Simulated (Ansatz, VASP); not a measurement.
# Two plane-wave programs on CsSnI3

The input INCAR:

```
PREC = Accurate ; ENCUT = 500
EDIFF = 1E-6 ; ISMEAR = 0
SIGMA = 0.01 ; LREAL = False
LASPH = True ; NELM = 120
ALGO = Normal ; ISIF = 2
LWAVE = False ; LCHARG = False
GGA = CA ; NBANDS = 30
GGA_COMPAT = False
```

KPOINTS

```
Automatic mesh
0
Gamma
  4 4 4
```

Contents of POSCAR:

```
CsSnI3
1.0
    6.2414001339      0.0000000000      0.0000000000
    0.0000000000      6.2414001339      0.0000000000
    0.0000000000      0.0000000000      6.2414001339
Cs Sn I
1 1 3
Direct
    0.0000000000      0.0000000000      0.0000000000
    0.5000000000      0.5000000000      0.5000000000
    0.0000000000      0.5000000000      0.5000000000
    0.5000000000      0.0000000000      0.5000000000
    0.5000000000      0.5000000000      0.0000000000
```

Input for Ansatz:

```yaml
crystal:
  lattice:
    - [6.2414001339, 0.0, 0.0]
    - [0.0, 6.2414001339, 0.0]
    - [0.0, 0.0, 6.2414001339]
  atoms:
    - { symbol: Cs, position: [0.0, 0.0, 0.0] }
    - { symbol: Sn, position: [0.5, 0.5, 0.5] }
    - { symbol: I, position: [0.0, 0.5, 0.5] }
    - { symbol: I, position: [0.5, 0.0, 0.5] }
    - { symbol: I, position: [0.5, 0.5, 0.0] }
kpoints:
  mp_grid: { grid: [4, 4, 4] }
hamiltonian:
  xc: lda
scf:
  occupations: { method: fixed }
output:
  optics:
    e_range: [0.5, 15]
    de: 0.1
    sigma: 0.03
    scissors: 0
    scheme: gaussian
    bands: auto
```

Alike in both runs: task single point; functional LDA; k mesh 4 × 4 × 4; no spin polarisation.

|  | VASP | Ansatz |
| --- | --- | --- |
| version | VASP 6.6.1 | Ansatz 0.2.0 |
| potentials or method | VASP PAW LDA potentials, release 64 (Cs_sv, Sn_d, I) | plane waves, PAW |
| plane-wave cutoff (eV) | 500 | 420 |
| occupations | gaussian, width 0.01 eV | fixed |
| valence electrons in the cell | 44 | 74 |

Ansatz gave:

```
gap on the k mesh at the Fermi level (eV) : 0.36
```

Question: Estimate VASP's values.

Answer: gap on the k mesh at the Fermi level (eV): 0.33.

LDA's correlation is that of Perdew and Zunger in VASP and of Perdew and Wang (1992) in Ansatz. VASP's potentials hold 44 valence electrons a cell and Ansatz's 74, so a difference there can come from the potentials and not from the codes.

Neither program's run includes spin-orbit coupling.
